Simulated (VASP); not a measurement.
Wanted: the native input for a VASP 6.6.1 run.

- Task: single point
- Functional: LDA
- Potentials or basis: VASP PAW LDA potentials, release 64 (Hf_pv)
- Cutoff: 500 eV
- k mesh: 10 × 10 × 10
- Occupations: methfessel-paxton, width 0.15 eV
- Spin: no spin polarisation
- Hubbard terms: Hf d U = 6.0 eV
- Dipole correction: no
- Further INCAR settings: ALGO = Normal; EDIFF = 1e-06; NBANDS = 11

The structure of Hf lies in POSCAR:

```
Hf
1.0
    0.0000000000      2.2200000000      2.2200000000
    2.2200000000      0.0000000000      2.2200000000
    2.2200000000      2.2200000000      0.0000000000
Hf
1
Direct
    0.0000000000      0.0000000000      0.0000000000
```

This isn't the form of Hf at room conditions, which is hcp.

One way to write it, as run:

INCAR

```
SYSTEM = Hf
ALGO = Normal
EDIFF = 1E-6
ENCUT = 500
GGA = CA
GGA_COMPAT = .False.
ISIF = 2
ISMEAR = 1
LASPH = .True.
LCHARG = .False.
LDAU = .True.
LDAUJ = 0
LDAUL = 2
LDAUPRINT = 1
LDAUTYPE = 2
LDAUU = 6
LMAXMIX = 4
LREAL = .False.
LWAVE = .False.
NBANDS = 11
NELM = 200
PREC = Accurate
SIGMA = 0.15
```

KPOINTS

```
k-points
0
Gamma
  10 10 10
  0 0 0
```

Potentials or basis: VASP PAW LDA potentials, release 64 (Hf_pv).

Launch:

```sh
$ cat potpaw_LDA.64/Hf_pv/POTCAR > POTCAR
$ mpirun -np 1 vasp_std > vasp.out
```

Results of the run:

```yaml
Pressure: 16.9 GPa
Band_gap_on_the_k_mesh: zero (bands 5 and 6 overlap by 2.24 eV)
```

Caveat: the cell stands under pressure; spin-orbit coupling is left out, which moves the levels of the heavy elements; U without spin polarisation on a metal has little footing; the U is typed as a test and isn't derived for this compound.

Run time: 4.7 s on 1 thread of Intel(R) Xeon(R) Platinum 8488C (Sapphire Rapids), on a shared host, peak memory 0.13 GiB.
